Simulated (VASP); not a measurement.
A run of VASP 6.6.1 is set up as follows.

File POSCAR:

```
Os
1.0
    2.7506453800      0.0000000000      0.0000000000
    1.3753226900      2.3821287759      0.0000000000
    1.3753226900      0.7940429253      2.2458925481
Os
1
Direct
    0.0000000000      0.0000000000      0.0000000000
```

INCAR.step1

```
  PREC = Accurate
  ENCUT = 420
  EDIFF = 1E-6
  ISMEAR = 1
  SIGMA = 0.1
  LREAL = False
  LASPH = True
  NELM = 200
  ALGO = Normal
  ISIF = 2
  LWAVE = False
  LCHARG = True
  MAGMOM = 0 0 0
  LSORBIT = True
  GGA_COMPAT = False
  LORBMOM = True
  LMAXMIX = 4
  GGA = B5
  ALDAX = 1.0
  AGGAX = 1.0
  AGGAC = 1.0
  ALDAC = 0.0
  NBANDS = 27
  NEDOS = 2001
  LORBIT = 11
```

Contents of KPOINTS.step1:

```
Automatic mesh
0
Gamma
  12 12 12
```

INCAR.step2

```
  PREC = Accurate
  ENCUT = 420
  EDIFF = 1E-6
  ISMEAR = -5
  SIGMA = 0.1
  LREAL = False
  LASPH = True
  NELM = 200
  ALGO = Normal
  ISIF = 2
  LWAVE = False
  LCHARG = False
  MAGMOM = 0 0 0
  LORBIT = 11
  LSORBIT = True
  GGA_COMPAT = False
  LORBMOM = True
  LMAXMIX = 4
  GGA = B5
  ALDAX = 1.0
  AGGAX = 1.0
  AGGAC = 1.0
  ALDAC = 0.0
  NEDOS = 2001
  ICHARG = 11
```

File KPOINTS.step2:

```
Automatic mesh
0
Gamma
  18 18 18
```

Potentials or basis: VASP PAW PBE potentials, release 64 (Os_sv_GW).

Run with:

```console
$ cat potpaw_PBE.64/Os_sv_GW/POTCAR > POTCAR
$ cp INCAR.step1 INCAR
$ cp KPOINTS.step1 KPOINTS
$ mpirun -np 1 vasp_ncl > vasp.out
$ cp INCAR.step2 INCAR
$ cp KPOINTS.step2 KPOINTS
$ mpirun -np 1 vasp_ncl > vasp.out
```

(1) What does it give for the net moment?

## Answers

(1) 0.00 μB per cell.
